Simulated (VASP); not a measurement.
# Lu (P6_3/mmc) in VASP: notebook, part 2 of 3

VASP 6.6.1. Earlier steps stand in the parts before.

**3. Single point, r2SCAN**

Input file POSCAR:

```
Lu
1.0
    3.5048186286      0.0000000000      0.0000000000
   -1.7524093143      3.0352619680      0.0000000000
    0.0000000000      0.0000000000      5.4696750779
Lu
2
Direct
    0.3333333333      0.6666666667      0.2500000000
    0.6666666667      0.3333333333      0.7500000000
```

Input file INCAR.step1:

```
SYSTEM = Lu
  PREC = Accurate
  ENCUT = 520
  ISMEAR = -1
  SIGMA = 0.1
  LREAL = .False.
  LASPH = .True.
  NELM = 60
  NBANDS = 32
  GGA = PE
  ALGO = Normal
  EDIFF = 1E-4
  LWAVE = .True.
  LCHARG = .False.
```

Input file INCAR.step2:

```
SYSTEM = Lu
  PREC = Accurate
  ENCUT = 520
  EDIFF = 1E-6
  ISMEAR = -1
  SIGMA = 0.1
  LREAL = .False.
  LASPH = .True.
  NELM = 60
  ALGO = Normal
  ISIF = 2
  LWAVE = .False.
  LCHARG = .False.
  METAGGA = R2SCAN
  LMIXTAU = .True.
  NBANDS = 32
  ISTART = 1
```

Input file KPOINTS:

```
regular mesh
0
Gamma
  8 8 5
  0 0 0
```

Potentials or basis: VASP PAW PBE potentials, release 64 (Lu).

Started as:

```console
$ cat potpaw_PBE.64/Lu/POTCAR > POTCAR
$ cp INCAR.step1 INCAR
$ mpirun -np 1 vasp_std > vasp.out
$ cp INCAR.step2 INCAR
$ mpirun -np 1 vasp_std > vasp.out
```

OUTCAR:

```text
SYSTEM = Lu
   PREC = Accurate
   ENCUT = 520
   EDIFF = 1E-6
   ISMEAR = -1
   LREAL = .False.
   LASPH = .True.
   NELM = 60
   ISIF = 2
   METAGGA = R2SCAN
   ISTART = 1

 ion  position               nearest neighbor table
   1  0.333  0.667  0.250-   2 3.40   2 3.40   2 3.40   2 3.40   2 3.40   2 3.40
   2  0.667  0.333  0.750-   1 3.40   1 3.40   1 3.40   1 3.40   1 3.40   1 3.40

  LATTYP: Found a hexagonal cell.
 ALAT       =     3.5048186286
 C/A-ratio  =     1.5606157287

  Lattice vectors:

 A1 = (   3.5048186286,   0.0000000000,   0.0000000000)
 A2 = (  -1.7524093143,   3.0352619680,   0.0000000000)
 A3 = (   0.0000000000,   0.0000000000,   5.4696750779)

Analysis of symmetry for initial positions (statically):
=====================================================================
 Subroutine PRICEL returns:
 Original cell was already a primitive cell.

 Routine SETGRP: Setting up the symmetry group for a
 hexagonal supercell.

 Subroutine GETGRP returns: Found 24 space group operations
 (whereof 12 operations were pure point group operations)
 out of a pool of 24 trial point group operations.

The static configuration has the point symmetry D_3d.
 The point group associated with its full space group is D_6h.

Analysis of symmetry for dynamics (positions and initial velocities):
=====================================================================
 Subroutine PRICEL returns:
 Original cell was already a primitive cell.

 Routine SETGRP: Setting up the symmetry group for a
 hexagonal supercell.

 Subroutine GETGRP returns: Found 24 space group operations
 (whereof 12 operations were pure point group operations)
[... 112 lines left out ...]
   TEBEG  =    0.0;   TEEND  =   0.0 temperature during run
   PSTRESS=    0.0 pullay stress
   NELECT =      50.0000    total number of electrons
   NUPDOWN=      -1.0000    fix difference up-down
   EMIN   =  10.00;   EMAX   =-10.00  energy-range for DOS
   EFERMI =   0.00;   METHOD = LEGACY
   ISMEAR =    -1;   SIGMA  =   0.10  broadening in eV -4-tet -1-fermi 0-gaus
   EFERMI_NEDOS =   21; number of points for ismear=-14 and -15
   IALGO  =     38    algorithm
   IMIX   =      4    mixing-type and parameters
     AMIX     =   0.40;   BMIX     =  1.00
     AMIX_MAG =   1.60;   BMIX_MAG =  1.00
  volume/ion in A,a.u.               =      29.09       196.33
  Fermi-wavevector in a.u.,A,eV,Ry     =   1.556409  2.941187 32.958877  2.422409
  Thomas-Fermi vector in A             =   2.660209
   LORBIT       =      0    0 simple, 1 ext, 2 COOP (PROOUT), +10 PAW based schemes
   METAGGA = R2SCAN    functional components
   LHFCALC =     F    Hartree Fock is set to
   AEXX    =    0.0000 exact exchange contribution
   IVDW    =     0    specifies the selected vdW correction
   LEPSILON=     F    determine dielectric tensor
   LRPA    =     F    only Hartree local field effects (RPA)
 non-spin polarized calculation
  energy-cutoff  :      520.00
  volume of cell :       58.19
 maximum number of plane-waves:      1610
 NGX is ok and might be reduce to    28
   NGX = 13   NGY = 13   NGZ = 21

 number of electron      49.9999994 magnetization

 Free energy of the ion-electron system (eV)
  ---------------------------------------------------
  ext. energy  EPLUGINS =         0.00000000
  ---------------------------------------------------
  free energy    TOTEN  =       -76.16509884 eV

  energy without entropy =      -76.05642485  energy(sigma->0) =      -76.11076185

 E-fermi :   2.1587     XC(G=0): -11.6058

 val. band max:        2.1383671193   @ k =   0.5000   0.0000   0.4000
 cond. band min:       2.1591623987   @ k =   0.3750   0.0000   0.4000
 fundamental gap:      0.0207952794
 Fermi energy:         2.1586607384

 k-point     1 :       0.0000    0.0000    0.0000
  band No.  band energies     occupation
      1     -55.7118      2.00000
      2     -55.6729      2.00000
      3     -26.0148      2.00000
      4     -25.5627      2.00000
      5     -25.5627      2.00000
      6     -25.4769      2.00000
[... 829 lines left out ...]
     31       7.8616      0.00000
     32       8.2143      0.00000

 [... further k-points ...]

------------------------ aborting loop because EDIFF is reached ----------------------------------------

  FORCE on cell =-STRESS in cart. coord.  units (eV):
  Direction    XX          YY          ZZ          XY          YZ          ZX
  --------------------------------------------------------------------------------------
  -------------------------------------------------------------------------------------
  Total        0.1167128      0.1167128      0.2049188      0.0000000      0.0000000      0.0000000
  in kB        3.2137024      3.2137024      5.6424691      0.0000000      0.0000000      0.0000000
  external PRESSURE =       4.0232913 kB  Pullay stress =       0.0000000 kB

 VOLUME and BASIS-vectors are now :
 -----------------------------------------------------------------------------
  energy-cutoff  :      520.00
  volume of cell :       58.19
      direct lattice vectors                 reciprocal lattice vectors
     3.504818629  0.000000000  0.000000000     0.285321469  0.164730427  0.000000000
    -1.752409314  3.035261968  0.000000000     0.000000000  0.329460854  0.000000000
     0.000000000  0.000000000  5.469675078     0.000000000  0.000000000  0.182826217

 POSITION                                       TOTAL-FORCE (eV/Angst)
 -----------------------------------------------------------------------------------
     -0.00000      2.02351      1.36742        -0.000000      0.000000      0.000000
      1.75241      1.01175      4.10226         0.000000     -0.000000      0.000000
 -----------------------------------------------------------------------------------
    total drift:                               -0.000000      0.000000     -0.000000

  FREE ENERGIE OF THE ION-ELECTRON SYSTEM (eV)
  ---------------------------------------------------
  free  energy   TOTEN  =       -76.1650988406 eV

  energy  without entropy=      -76.0564248509  energy(sigma->0) =      -76.11076185
```

OUTCAR.step1:

```text
SYSTEM = Lu
   PREC = Accurate
   ENCUT = 520
   ISMEAR = -1
   LREAL = .False.
   LASPH = .True.
[... 1064 lines left out ...]
     -0.00000      2.02351      1.36742        -0.000000      0.000000      0.000000
      1.75241      1.01175      4.10226         0.000000     -0.000000      0.000000
 -----------------------------------------------------------------------------------
    total drift:                               -0.000000      0.000000     -0.000000

  FREE ENERGIE OF THE ION-ELECTRON SYSTEM (eV)
  ---------------------------------------------------
  free  energy   TOTEN  =        -9.0933609758 eV

  energy  without entropy=       -8.9793332598  energy(sigma->0) =       -9.03634712
```

It took 1.8 min on 1 thread of Intel Xeon 6975P-C (Granite Rapids), shared host; peak memory 0.21 GiB.

What came out:

```
Free energy            : -76.1651 eV
Pressure               : 0.4 GPa
Band gap on the k mesh : zero (band 25 reaches 3.15 eV, above the bottom of band 26 at 1.51 eV)
```

Caveat: the PAW data sets were made with another functional, which shifts forces and pressure a little; spin-orbit coupling is left out, which moves the levels of the heavy elements.

**4. Single point, r2SCAN**

POSCAR is that of step 3.

Input file INCAR.step1:

```
SYSTEM = Lu
PREC = Accurate
ENCUT = 520
ISMEAR = -1
SIGMA = 0.1
LREAL = .False.
LASPH = .True.
NELM = 80
NBANDS = 32
GGA = PE
ALGO = Normal
EDIFF = 1E-4
LWAVE = .True.
LCHARG = .False.
```

Input file INCAR.step2:

```
SYSTEM = Lu
PREC = Accurate
ENCUT = 520
EDIFF = 1E-6
ISMEAR = -1
SIGMA = 0.1
LREAL = .False.
LASPH = .True.
NELM = 80
ALGO = Normal
ISIF = 2
LWAVE = .False.
LCHARG = .False.
METAGGA = R2SCAN
LMIXTAU = .True.
NBANDS = 32
ISTART = 1
```

Input file KPOINTS:

```
Automatic mesh
0
Gamma
  10 10 6
  0 0 0
```

Started as:

```console
$ cat potpaw_PBE.64/Lu/POTCAR > POTCAR
$ cp INCAR.step1 INCAR
$ mpirun -np 1 vasp_std > vasp.out
$ cp INCAR.step2 INCAR
$ mpirun -np 1 vasp_std > vasp.out
```

Run time: 3 min. Hardware: 1 thread of Intel Xeon 6975P-C (Granite Rapids), shared host; peak memory 0.25 GiB.

It converged, with:

```
Free energy            : -76.1682 eV
Pressure               : 0.3 GPa
Band gap on the k mesh : zero (band 25 reaches 3.52 eV, above the bottom of band 26 at 1.52 eV)
```

Stress tensor (GPa, compression positive):
```
0.29 0.00 0.00
0.00 0.29 0.00
0.00 0.00 0.39
```

Levels at points of the mesh, in eV from the Fermi level:
```
           k point  band 23  band 24  band 25  band 26  band 27  band 28
(0.00, 0.00, 0.00)    -5.02    -2.39     0.56     2.45     2.45     2.94
(0.50, 0.00, 0.00)    -2.38    -1.42    -0.83    -0.42     1.74     2.12
(0.00, 0.00, 0.50)    -4.53    -4.53     1.37     1.37     2.36     2.36
(0.50, 0.00, 0.50)    -2.11    -2.11     0.10     0.10     1.47     1.47
```

Caveat: the PAW data sets were made with another functional, which shifts forces and pressure a little; spin-orbit coupling is left out, which moves the levels of the heavy elements.

**5. Single point, r2SCAN**

POSCAR is that of step 4.

Input file INCAR.step1:

```
ALGO = Normal ; EDIFF = 1E-4
ENCUT = 520 ; GGA = PE
ISMEAR = -1 ; LASPH = T
LCHARG = F ; LREAL = F
LWAVE = T ; NBANDS = 32
NELM = 60 ; PREC = Accurate
SIGMA = 0.1
```

Input file INCAR.step2:

```
ALGO = Normal ; EDIFF = 1E-6
ENCUT = 520 ; ISIF = 2
ISMEAR = -1 ; ISTART = 1
LASPH = T ; LCHARG = F
LMIXTAU = T ; LREAL = F
LWAVE = F ; METAGGA = R2SCAN
NBANDS = 32 ; NELM = 60
PREC = Accurate ; SIGMA = 0.1
```

Input file KPOINTS:

```
k-points
0
Gamma
  10 10 6
```

Started as:

```console
$ cat potpaw_PBE.64/Lu/POTCAR > POTCAR
$ cp INCAR.step1 INCAR
$ mpirun -np 1 vasp_std > vasp.out
$ cp INCAR.step2 INCAR
$ mpirun -np 1 vasp_std > vasp.out
```

Wall time 3 min (1 thread of Intel Xeon 6975P-C (Granite Rapids), shared host); peak memory 0.25 GiB.

It converged, with:

| Property | Result |
| --- | --- |
| Free energy | -76.1682 eV |
| Pressure | 0.3 GPa |
| Band gap on the k mesh | zero (band 25 reaches 3.52 eV, above the bottom of band 26 at 1.52 eV) |

Stress tensor (GPa, compression positive):
```
0.29 0.00 0.00
0.00 0.29 0.00
0.00 0.00 0.39
```

Levels at points of the mesh, in eV from the Fermi level:
```tsv
k point	band 21	band 22	band 23	band 24	band 25	band 26	band 27	band 28	band 29	band 30
(0.00, 0.00, 0.00)	-5.05	-5.02	-5.02	-2.39	0.56	2.45	2.45	2.94	3.25	3.25
(0.50, 0.00, 0.00)	-5.04	-5.03	-2.38	-1.42	-0.83	-0.42	1.74	2.12	2.63	6.58
(0.00, 0.00, 0.50)	-5.02	-5.02	-4.53	-4.53	1.37	1.37	2.36	2.36	2.37	2.37
(0.50, 0.00, 0.50)	-5.05	-5.05	-2.11	-2.11	0.10	0.10	1.47	1.47	3.66	3.66
```

Caveat: the PAW data sets were made with another functional, which shifts forces and pressure a little; spin-orbit coupling is left out, which moves the levels of the heavy elements.

**6. Single point, r2SCAN**

POSCAR is that of step 5.

Input file INCAR.step1:

```
  PREC = Accurate
  ENCUT = 520
  ISMEAR = -1
  SIGMA = 0.01
  LREAL = F
  LASPH = T
  NELM = 80
  NBANDS = 32
  GGA = PE
  ALGO = Normal
  EDIFF = 1E-4
  LWAVE = T
  LCHARG = F
```

Input file INCAR.step2:

```
  PREC = Accurate
  ENCUT = 520
  EDIFF = 1E-6
  ISMEAR = -1
  SIGMA = 0.01
  LREAL = F
  LASPH = T
  NELM = 80
  ALGO = Normal
  ISIF = 2
  LWAVE = F
  LCHARG = T
  METAGGA = R2SCAN
  LMIXTAU = T
  LELF = T
  LVHAR = T
  NBANDS = 32
  ISTART = 1
```

Input file KPOINTS:

```
Automatic mesh
0
Gamma
  10 10 6
```

Potentials or basis: VASP PAW PBE potentials, release 64 (Lu).

Started as:

```console
$ cat potpaw_PBE.64/Lu/POTCAR > POTCAR
$ cp INCAR.step1 INCAR
$ mpirun -np 1 vasp_std > vasp.out
$ cp INCAR.step2 INCAR
$ mpirun -np 1 vasp_std > vasp.out
```

OUTCAR:

```text
PREC = Accurate
   ENCUT = 520
   EDIFF = 1E-6
   ISMEAR = -1
   LREAL = F
   LASPH = T
   NELM = 80
   ISIF = 2
   METAGGA = R2SCAN
   ISTART = 1

 ion  position               nearest neighbor table
   1  0.333  0.667  0.250-   2 3.40   2 3.40   2 3.40   2 3.40   2 3.40   2 3.40
   2  0.667  0.333  0.750-   1 3.40   1 3.40   1 3.40   1 3.40   1 3.40   1 3.40

  LATTYP: Found a hexagonal cell.
 ALAT       =     3.5048186286
 C/A-ratio  =     1.5606157287

  Lattice vectors:

 A1 = (   3.5048186286,   0.0000000000,   0.0000000000)
 A2 = (  -1.7524093143,   3.0352619680,   0.0000000000)
 A3 = (   0.0000000000,   0.0000000000,   5.4696750779)

Analysis of symmetry for initial positions (statically):
=====================================================================
 Subroutine PRICEL returns:
 Original cell was already a primitive cell.

 Routine SETGRP: Setting up the symmetry group for a
 hexagonal supercell.

 Subroutine GETGRP returns: Found 24 space group operations
 (whereof 12 operations were pure point group operations)
 out of a pool of 24 trial point group operations.

[... 160 lines left out ...]
  free energy    TOTEN  =       -76.11339062 eV

  energy without entropy =      -76.11172986  energy(sigma->0) =      -76.11256024

 E-fermi :   2.1539     XC(G=0): -11.6052

 val. band max:        2.1533637070   @ k =   0.4000   0.1000   0.3333
 cond. band min:       2.1632606261   @ k =   0.2000  -0.0000   0.1667
 fundamental gap:      0.0098969191
 Fermi energy:         2.1538999223

 k-point     1 :       0.0000    0.0000    0.0000
  band No.  band energies     occupation
      1     -55.7068      2.00000
      2     -55.6680      2.00000
      3     -26.0122      2.00000
      4     -25.5575      2.00000
      5     -25.5574      2.00000
      6     -25.4717      2.00000
[... 829 lines left out ...]
     31       8.3372      0.00000
     32       8.6254      0.00000

 [... further k-points ...]

------------------------ aborting loop because EDIFF is reached ----------------------------------------

  FORCE on cell =-STRESS in cart. coord.  units (eV):
  Direction    XX          YY          ZZ          XY          YZ          ZX
  --------------------------------------------------------------------------------------
  -------------------------------------------------------------------------------------
  Total        0.0544990      0.0544990     -0.1633035      0.0000000      0.0000000      0.0000000
  in kB        1.5006388      1.5006388     -4.4965839      0.0000000      0.0000000      0.0000000
  external PRESSURE =      -0.4984355 kB  Pullay stress =       0.0000000 kB

 VOLUME and BASIS-vectors are now :
 -----------------------------------------------------------------------------
  energy-cutoff  :      520.00
  volume of cell :       58.19
      direct lattice vectors                 reciprocal lattice vectors
     3.504818629  0.000000000  0.000000000     0.285321469  0.164730427  0.000000000
    -1.752409314  3.035261968  0.000000000     0.000000000  0.329460854  0.000000000
     0.000000000  0.000000000  5.469675078     0.000000000  0.000000000  0.182826217

 POSITION                                       TOTAL-FORCE (eV/Angst)
 -----------------------------------------------------------------------------------
     -0.00000      2.02351      1.36742        -0.000000     -0.000000      0.000000
      1.75241      1.01175      4.10226         0.000000      0.000000      0.000000
 -----------------------------------------------------------------------------------
    total drift:                               -0.000000      0.000000     -0.000000

  FREE ENERGIE OF THE ION-ELECTRON SYSTEM (eV)
  ---------------------------------------------------
  free  energy   TOTEN  =       -76.1133906242 eV

  energy  without entropy=      -76.1117298609  energy(sigma->0) =      -76.11256024
```

It took 3.3 min on 1 thread of Intel Xeon 6975P-C (Granite Rapids), shared host; peak memory 0.25 GiB.

Results:

```
Free energy            : -76.1134 eV
Pressure               : 0.0 GPa
Band gap on the k mesh : zero (band 25 reaches 3.52 eV, above the bottom of band 26 at 1.52 eV)
```

Stress tensor (GPa, compression positive):
```
 0.15  0.00  0.00
 0.00  0.15  0.00
 0.00  0.00 -0.45
```

Levels at points of the mesh, in eV from the Fermi level:
| k point | band 21 | band 22 | band 23 | band 24 | band 25 | band 26 | band 27 | band 28 | band 29 | band 30 |
| --- | --- | --- | --- | --- | --- | --- | --- | --- | --- | --- |
| (0.00, 0.00, 0.00) | -5.05 | -5.02 | -5.02 | -2.40 | 0.56 | 2.45 | 2.45 | 2.93 | 3.25 | 3.25 |
| (0.50, 0.00, 0.00) | -5.04 | -5.03 | -2.38 | -1.42 | -0.83 | -0.42 | 1.74 | 2.12 | 2.63 | 6.58 |
| (0.00, 0.00, 0.50) | -5.02 | -5.02 | -4.53 | -4.53 | 1.37 | 1.37 | 2.37 | 2.37 | 2.37 | 2.37 |
| (0.50, 0.00, 0.50) | -5.04 | -5.04 | -2.11 | -2.11 | 0.10 | 0.10 | 1.47 | 1.47 | 3.66 | 3.66 |

Caveat: the PAW data sets were made with another functional, which shifts forces and pressure a little; spin-orbit coupling is left out, which moves the levels of the heavy elements.

(Continued in part 3 of 3.)
